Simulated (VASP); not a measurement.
# Li2O (Fm-3m) in VASP: a series of runs

Li2O is run at these levels: PBEsol; tasks: electric field gradients.

Everything below comes from runs of VASP 6.6.1. Logs are shortened: lines on timing, memory, paths and dates and some standing lists are left out, and cuts for length are marked.

**1. The cell of the first run**

It takes space group Fm-3m (No. 225, cubic). The conventional cell has a = 4.604 Å, b = 4.604 Å, c = 4.604 Å, α = 90.00°, β = 90.00°, γ = 90.00°. Within 2.6 Å of Li (site symmetry -43m) lie 4 O at 1.99 Å and 6 Li at 2.30 Å. O (site symmetry m-3m) has 8 Li at 1.99 Å within 2.6 Å.

**2. Electric field gradients, PBEsol (volume scaled by 0.99)**

File INCAR:

```
PREC = Accurate ; ENCUT = 650
EDIFF = 1E-8 ; ISMEAR = -1
SIGMA = 0.03 ; LREAL = False
LASPH = True ; NELM = 120
ALGO = Normal ; ISIF = 2
LWAVE = False ; LCHARG = False
GGA = PS ; LEFG = True
NBANDS = 13 ; GGA_COMPAT = False
```

File KPOINTS:

```
regular mesh
0
Gamma
  9 9 9
```

File POSCAR:

```
Li2O
1.0
    0.0000000000      2.3017758620      2.3017758620
    2.3017758620      0.0000000000      2.3017758620
    2.3017758620      2.3017758620      0.0000000000
Li O
2 1
Direct
    0.2500000000      0.2500000000      0.2500000000
    0.7500000000      0.7500000000      0.7500000000
    0.0000000000      0.0000000000      0.0000000000
```

Potentials or basis: VASP PAW PBE potentials, release 64 (Li_sv, O).

Run with:

```
$ cat potpaw_PBE.64/Li_sv/POTCAR potpaw_PBE.64/O/POTCAR > POTCAR
$ mpirun -np 1 vasp_std > vasp.out
```

OUTCAR:

```text
PREC = Accurate
   ENCUT = 650
   EDIFF = 1E-8
   ISMEAR = -1
   LREAL = False
   LASPH = True
   NELM = 120
   ISIF = 2
   GGA = PS

 ion  position               nearest neighbor table
   1  0.250  0.250  0.250-   3 1.99   3 1.99   3 1.99   3 1.99   2 2.30   2 2.30   2 2.30   2 2.30
                             2 2.30   2 2.30
   2  0.750  0.750  0.750-   3 1.99   3 1.99   3 1.99   3 1.99   1 2.30   1 2.30   1 2.30   1 2.30
                             1 2.30   1 2.30
   3  0.000  0.000  0.000-   1 1.99   2 1.99   2 1.99   2 1.99   2 1.99   1 1.99   1 1.99   1 1.99

  LATTYP: Found a face centered cubic cell.
 ALAT       =     4.6035517240

  Lattice vectors:

 A1 = (   0.0000000000,   2.3017758620,   2.3017758620)
 A2 = (   2.3017758620,   0.0000000000,   2.3017758620)
 A3 = (   2.3017758620,   2.3017758620,   0.0000000000)

Analysis of symmetry for initial positions (statically):
=====================================================================
 Subroutine PRICEL returns:
 Original cell was already a primitive cell.

 Routine SETGRP: Setting up the symmetry group for a
 face centered cubic supercell.

 Subroutine GETGRP returns: Found 48 space group operations
 (whereof 48 operations were pure point group operations)
 out of a pool of 48 trial point group operations.

The static configuration has the point symmetry O_h .

Analysis of symmetry for dynamics (positions and initial velocities):
=====================================================================
 Subroutine PRICEL returns:
 Original cell was already a primitive cell.

 Routine SETGRP: Setting up the symmetry group for a
 face centered cubic supercell.

 Subroutine GETGRP returns: Found 48 space group operations
 (whereof 48 operations were pure point group operations)
 out of a pool of 48 trial point group operations.

The dynamic configuration has the point symmetry O_h .

 Subroutine INISYM returns: Found 48 space group operations
 (whereof 48 operations are pure point group operations),
 and found     1 'primitive' translations

----------------------------------------------------------------------------------------

                                     Primitive cell

  volume of cell :      24.3904

  direct lattice vectors                    reciprocal lattice vectors
     0.000000000  2.301775862  2.301775862    -0.217223583  0.217223583  0.217223583
     2.301775862  0.000000000  2.301775862     0.217223583 -0.217223583  0.217223583
     2.301775862  2.301775862  0.000000000     0.217223583  0.217223583 -0.217223583

  length of vectors
     3.255202642  3.255202642  3.255202642     0.376242282  0.376242282  0.376242282

  position of ions in fractional coordinates (direct lattice)
     0.250000000  0.250000000  0.250000000
     0.750000000  0.750000000  0.750000000
     0.000000000  0.000000000  0.000000000

  ion indices of the primitive-cell ions
   primitive index   ion index
                 1           1
                 2           2
                 3           3

----------------------------------------------------------------------------------------

 KPOINTS: regular mesh

Automatic generation of k-mesh.
 Grid dimensions read from file:
 generate k-points for:    9    9    9

 Generating k-lattice:

  Cartesian coordinates                     Fractional coordinates (reciprocal lattice)
    -0.024135954  0.024135954  0.024135954     0.111111111  0.000000000  0.000000000
     0.024135954 -0.024135954  0.024135954     0.000000000  0.111111111  0.000000000
     0.024135954  0.024135954 -0.024135954     0.000000000  0.000000000  0.111111111

  Length of vectors
     0.041804698  0.041804698  0.041804698

  Shift w.r.t. Gamma in fractional coordinates (k-lattice)
     0.000000000  0.000000000  0.000000000

 Subroutine IBZKPT returns following result:
 ===========================================

[... 43 lines left out ...]
   LSORBIT =      F    spin-orbit coupling
   LASPH  =      T    aspherical Exc in radial PAW
   ENCUT  =  650.0 eV  47.77 Ry    6.91 a.u.   6.77  6.77  6.77*2*pi/ulx,y,z
   NELM   =    120;   NELMIN=  2; NELMDL= -5     # of ELM steps
   EDIFF  = 0.1E-07   stopping-criterion for ELM
   LREAL  =      F    real-space projection
   EDIFFG = 0.1E-06   stopping-criterion for IOM
   NSW    =      0    number of steps for IOM
   IBRION =     -1    ionic relax: 0-MD 1-quasi-New 2-CG
   NFREE  =      0    steps in history (QN), initial steepest desc. (CG)
   ISIF   =      2    stress and relaxation
   ISYM   =      2    0-nonsym 1-usesym 2-fastsym
   POTIM  = 0.5000    time-step for ionic-motion
   TEBEG  =    0.0;   TEEND  =   0.0 temperature during run
   PSTRESS=    0.0 pullay stress
   NELECT =      12.0000    total number of electrons
   NUPDOWN=      -1.0000    fix difference up-down
   EMIN   =  10.00;   EMAX   =-10.00  energy-range for DOS
   EFERMI =   0.00;   METHOD = LEGACY
   ISMEAR =    -1;   SIGMA  =   0.03  broadening in eV -4-tet -1-fermi 0-gaus
   EFERMI_NEDOS =   21; number of points for ismear=-14 and -15
   IALGO  =     38    algorithm
   IMIX   =      4    mixing-type and parameters
     AMIX     =   0.40;   BMIX     =  1.00
     AMIX_MAG =   1.60;   BMIX_MAG =  1.00
  volume/ion in A,a.u.               =       8.13        54.86
  Fermi-wavevector in a.u.,A,eV,Ry     =   1.292396  2.442274 22.725634  1.670287
  Thomas-Fermi vector in A             =   2.424106
   LORBIT       =      0    0 simple, 1 ext, 2 COOP (PROOUT), +10 PAW based schemes
   GGA     = PS    functional components
   LHFCALC =     F    Hartree Fock is set to
   AEXX    =    0.0000 exact exchange contribution
   IVDW    =     0    specifies the selected vdW correction
   LEPSILON=     F    determine dielectric tensor
   LRPA    =     F    only Hartree local field effects (RPA)
 non-spin polarized calculation
  energy-cutoff  :      650.00
  volume of cell :       24.39
 maximum number of plane-waves:       941
   NGX = 13   NGY = 13   NGZ = 13

 number of electron      12.0000001 magnetization

 Free energy of the ion-electron system (eV)
  ---------------------------------------------------
  ext. energy  EPLUGINS =         0.00000000
  ---------------------------------------------------
  free energy    TOTEN  =       -14.75331427 eV

  energy without entropy =      -14.75331427  energy(sigma->0) =      -14.75331427

 E-fermi :   1.8652     XC(G=0):  -9.9664

 val. band max:        1.2793636391   @ k =   0.0000   0.0000   0.0000
 cond. band min:       6.2225965446   @ k =   0.4444   0.4444   0.0000
 fundamental gap:      4.9432329055
 Fermi energy:         1.8652047062

 k-point     1 :       0.0000    0.0000    0.0000
  band No.  band energies     occupation
      1     -40.9733      2.00000
      2     -40.6113      2.00000
      3     -14.0911      2.00000
      4       1.2794      2.00000
      5       1.2794      2.00000
      6       1.2794      2.00000
      7       6.5183      0.00000
      8      13.1391      0.00000
      9      13.1391      0.00000
     10      13.1391      0.00000
     11      20.2158      0.00000
     12      20.2158      0.00000
     13      20.2158      0.00000
[... 354 lines left out ...]
  band No.  band energies     occupation
      1     -40.8347      2.00000
      2     -40.7095      2.00000
      3     -13.8274      2.00000
      4      -0.3184      2.00000
      5      -0.1025      2.00000
      6      -0.1025      2.00000
      7       6.2226      0.00000
      8      14.7148      0.00000
      9      14.7148      0.00000
     10      15.9134      0.00000
     11      16.9040      0.00000
     12      21.4007      0.00000
     13      24.7793      0.00000

 [... further k-points ...]

------------------------ aborting loop because EDIFF is reached ----------------------------------------

  FORCE on cell =-STRESS in cart. coord.  units (eV):
  Direction    XX          YY          ZZ          XY          YZ          ZX
  --------------------------------------------------------------------------------------
  -------------------------------------------------------------------------------------
  Total       -0.2160007     -0.2160007     -0.2160007      0.0000000      0.0000000      0.0000000
  in kB      -14.1888350    -14.1888350    -14.1888350      0.0000000      0.0000000      0.0000000
  external PRESSURE =     -14.1888350 kB  Pullay stress =       0.0000000 kB

 VOLUME and BASIS-vectors are now :
 -----------------------------------------------------------------------------
  energy-cutoff  :      650.00
  volume of cell :       24.39
      direct lattice vectors                 reciprocal lattice vectors
     0.000000000  2.301775862  2.301775862    -0.217223583  0.217223583  0.217223583
     2.301775862  0.000000000  2.301775862     0.217223583 -0.217223583  0.217223583
     2.301775862  2.301775862  0.000000000     0.217223583  0.217223583 -0.217223583

 POSITION                                       TOTAL-FORCE (eV/Angst)
 -----------------------------------------------------------------------------------
      1.15089      1.15089      1.15089        -0.000000     -0.000000     -0.000000
      3.45266      3.45266      3.45266         0.000000      0.000000      0.000000
      0.00000      0.00000      0.00000        -0.000000      0.000000      0.000000
 -----------------------------------------------------------------------------------
    total drift:                                0.000000      0.000000      0.000000

  FREE ENERGIE OF THE ION-ELECTRON SYSTEM (eV)
  ---------------------------------------------------
  free  energy   TOTEN  =       -14.7533142718 eV

  energy  without entropy=      -14.7533142718  energy(sigma->0) =      -14.75331427

 Electric field gradients (V/A^2)
---------------------------------------------------------------------
 ion       V_xx      V_yy      V_zz      V_xy      V_xz      V_yz
---------------------------------------------------------------------
   1      -0.000    -0.000    -0.000     0.001     0.001     0.001
   2      -0.000    -0.000    -0.000     0.001     0.001     0.001
   3       0.000    -0.000    -0.000     0.001     0.001     0.001
---------------------------------------------------------------------

 Electric field gradients after diagonalization (V/A^2)
 (convention: |V_zz| > |V_xx| > |V_yy|)
----------------------------------------------------------------------
 ion       V_xx      V_yy      V_zz     asymmetry (V_yy - V_xx)/ V_zz
----------------------------------------------------------------------
   1      -0.001    -0.001     0.002       0.000
   2      -0.001    -0.001     0.002       0.000
   3      -0.001    -0.001     0.003       0.000
----------------------------------------------------------------------

           NMR quadrupolar parameters

 Cq : quadrupolar parameter    Cq=e*Q*V_zz/h
 eta: asymmetry parameters     (V_yy - V_xx)/ V_zz
 Q  : nuclear electric quadrupole moment in mb (millibarn)
----------------------------------------------------------------------
 ion       Cq(MHz)       eta       Q (mb)
----------------------------------------------------------------------
   1       0.000       0.000       1.000
   2       0.000       0.000       1.000
   3       0.000       0.000       1.000
----------------------------------------------------------------------
```

It took 15 s on 1 thread of Intel Xeon 6975P-C, shared host; peak memory 0.15 GiB.

What came out:

```yaml
Free_energy: -14.7533 eV
Pressure: -1.4 GPa
Band_gap_on_the_k_mesh: 4.94 eV, indirect (least direct gap 5.24 eV)
```

Caveat: without QUAD_EFG the Cq values of the log hold for a quadrupole moment of 1 mb, not for the nuclei; the PAW data sets were made with another functional, which shifts forces and pressure a little. A k mesh can miss the band edges.

**3. Electric field gradients, PBEsol (volume scaled by 1.02)**

File INCAR:

```
SYSTEM = Li2O
ALGO = Normal ; EDIFF = 1E-8
ENCUT = 650 ; GGA = PS
GGA_COMPAT = .False. ; ISIF = 2
ISMEAR = -1 ; LASPH = .True.
LCHARG = .False. ; LEFG = .True.
LREAL = .False. ; LWAVE = .False.
NBANDS = 13 ; NELM = 120
PREC = Accurate ; SIGMA = 0.03
```

File KPOINTS:

```
k-points
0
Gamma
  9 9 9
  0 0 0
```

File POSCAR:

```
Li2O
1.0
    0.0000000000      2.3247951477      2.3247951477
    2.3247951477      0.0000000000      2.3247951477
    2.3247951477      2.3247951477      0.0000000000
Li O
2 1
Direct
    0.2500000000      0.2500000000      0.2500000000
    0.7500000000      0.7500000000      0.7500000000
    0.0000000000      0.0000000000      0.0000000000
```

Potentials or basis: VASP PAW PBE potentials, release 64 (Li_sv, O).

Run with:

```
$ cat potpaw_PBE.64/Li_sv/POTCAR potpaw_PBE.64/O/POTCAR > POTCAR
$ mpirun -np 1 vasp_std > vasp.out
```

OUTCAR:

```text
SYSTEM = Li2O
   EDIFF = 1E-8
   ENCUT = 650
   GGA = PS
   ISIF = 2
   ISMEAR = -1
   LASPH = .True.
   LREAL = .False.
   NELM = 120
   PREC = Accurate

 ion  position               nearest neighbor table
   1  0.250  0.250  0.250-   3 2.01   3 2.01   3 2.01   3 2.01   2 2.32   2 2.32   2 2.32   2 2.32
                             2 2.32   2 2.32
   2  0.750  0.750  0.750-   3 2.01   3 2.01   3 2.01   3 2.01   1 2.32   1 2.32   1 2.32   1 2.32
                             1 2.32   1 2.32
   3  0.000  0.000  0.000-   2 2.01   2 2.01   2 2.01   1 2.01   2 2.01   1 2.01   1 2.01   1 2.01

  LATTYP: Found a face centered cubic cell.
 ALAT       =     4.6495902954

  Lattice vectors:

 A1 = (   0.0000000000,   2.3247951477,   2.3247951477)
 A2 = (   2.3247951477,   0.0000000000,   2.3247951477)
 A3 = (   2.3247951477,   2.3247951477,   0.0000000000)

[... 584 lines left out ...]
     2.324795148  0.000000000  2.324795148     0.215072713 -0.215072713  0.215072713
     2.324795148  2.324795148  0.000000000     0.215072713  0.215072713 -0.215072713

 POSITION                                       TOTAL-FORCE (eV/Angst)
 -----------------------------------------------------------------------------------
      1.16240      1.16240      1.16240         0.000000      0.000000      0.000000
      3.48719      3.48719      3.48719        -0.000000     -0.000000     -0.000000
      0.00000      0.00000      0.00000        -0.000000     -0.000000     -0.000000
 -----------------------------------------------------------------------------------
    total drift:                                0.000000      0.000000      0.000000

  FREE ENERGIE OF THE ION-ELECTRON SYSTEM (eV)
  ---------------------------------------------------
  free  energy   TOTEN  =       -14.7447394384 eV

  energy  without entropy=      -14.7447394384  energy(sigma->0) =      -14.74473944

 Electric field gradients (V/A^2)
---------------------------------------------------------------------
 ion       V_xx      V_yy      V_zz      V_xy      V_xz      V_yz
---------------------------------------------------------------------
   1      -0.000    -0.000    -0.000    -0.000    -0.000    -0.000
   2      -0.000    -0.000    -0.000    -0.000    -0.000    -0.000
   3      -0.000    -0.000    -0.000     0.001     0.001     0.001
---------------------------------------------------------------------

 Electric field gradients after diagonalization (V/A^2)
 (convention: |V_zz| > |V_xx| > |V_yy|)
----------------------------------------------------------------------
 ion       V_xx      V_yy      V_zz     asymmetry (V_yy - V_xx)/ V_zz
----------------------------------------------------------------------
   1       0.000     0.000    -0.000       0.000
   2       0.000     0.000    -0.000       0.000
   3      -0.001    -0.001     0.002       0.000
----------------------------------------------------------------------

           NMR quadrupolar parameters

 Cq : quadrupolar parameter    Cq=e*Q*V_zz/h
 eta: asymmetry parameters     (V_yy - V_xx)/ V_zz
 Q  : nuclear electric quadrupole moment in mb (millibarn)
----------------------------------------------------------------------
 ion       Cq(MHz)       eta       Q (mb)
----------------------------------------------------------------------
   1      -0.000       0.000       1.000
   2      -0.000       0.000       1.000
   3       0.000       0.000       1.000
----------------------------------------------------------------------
```

OSZICAR:

```text
N       E                     dE             d eps       ncg     rms          rms(c)
DAV:   1     0.493156699181E+02    0.49316E+02   -0.64632E+03   910   0.115E+03
DAV:   2    -0.106429634763E+02   -0.59959E+02   -0.56149E+02  1112   0.236E+02
DAV:   3    -0.163049914862E+02   -0.56620E+01   -0.56093E+01  1671   0.532E+01
DAV:   4    -0.163555384160E+02   -0.50547E-01   -0.50542E-01  1052   0.671E+00
DAV:   5    -0.163559335992E+02   -0.39518E-03   -0.39518E-03  1315   0.481E-01    0.698E+00
DAV:   6    -0.148077836886E+02    0.15481E+01   -0.75001E+00   965   0.143E+01    0.285E+00
DAV:   7    -0.147594490941E+02    0.48335E-01   -0.19600E-01  1123   0.304E+00    0.147E+00
DAV:   8    -0.147462892419E+02    0.13160E-01   -0.70069E-02   940   0.252E+00    0.412E-01
DAV:   9    -0.147445121145E+02    0.17771E-02   -0.56787E-03  1217   0.637E-01    0.121E-01
DAV:  10    -0.147447611704E+02   -0.24906E-03   -0.54270E-04  1060   0.201E-01    0.481E-02
DAV:  11    -0.147447393541E+02    0.21816E-04   -0.51694E-05  1188   0.757E-02    0.116E-02
DAV:  12    -0.147447402116E+02   -0.85752E-06   -0.54191E-06  1136   0.257E-02    0.789E-03
DAV:  13    -0.147447395198E+02    0.69185E-06   -0.34905E-06  1138   0.166E-02    0.155E-03
DAV:  14    -0.147447394595E+02    0.60275E-07   -0.49260E-08  1191   0.234E-03    0.106E-03
DAV:  15    -0.147447394355E+02    0.24034E-07   -0.39894E-08  1300   0.140E-03    0.442E-05
DAV:  16    -0.147447394384E+02   -0.29368E-08   -0.20605E-09   787   0.425E-04
   1 F= -.14744739E+02 E0= -.14744739E+02  d E =-.133275E-12
```

stdout:

```text
POSCAR found type information on POSCAR LiO
 POSCAR found :  2 types and       3 ions
 scaLAPACK will be used
 -----------------------------------------------------------------------------
|                                                                             |
|                                                                             |
|     You enforced a specific xc type in the INCAR file but a different       |
|     I HOPE YOU KNOW WHAT YOU ARE DOING!                                     |
|                                                                             |
 -----------------------------------------------------------------------------

 LDA part: xc-table for (Slater+PW92), standard interpolation
 POSCAR, INCAR and KPOINTS ok, starting setup
 FFT: planning ... GRIDC
 FFT: planning ... GRID_SOFT
 FFT: planning ... GRID
 WAVECAR not read
 entering main loop
ion   1

ion   2

ion   3
```

It took 15 s on 1 thread of Intel Xeon 6975P-C, shared host; peak memory 0.15 GiB.

Results:

- Free energy: -14.7447 eV
- Pressure: -3.7 GPa
- Band gap on the k mesh: 4.88 eV, indirect (least direct gap 5.02 eV)

Caveat: without QUAD_EFG the Cq values of the log hold for a quadrupole moment of 1 mb, not for the nuclei; the PAW data sets were made with another functional, which shifts forces and pressure a little. A k mesh can miss the band edges.

(Part 1 of 2 ends here.)
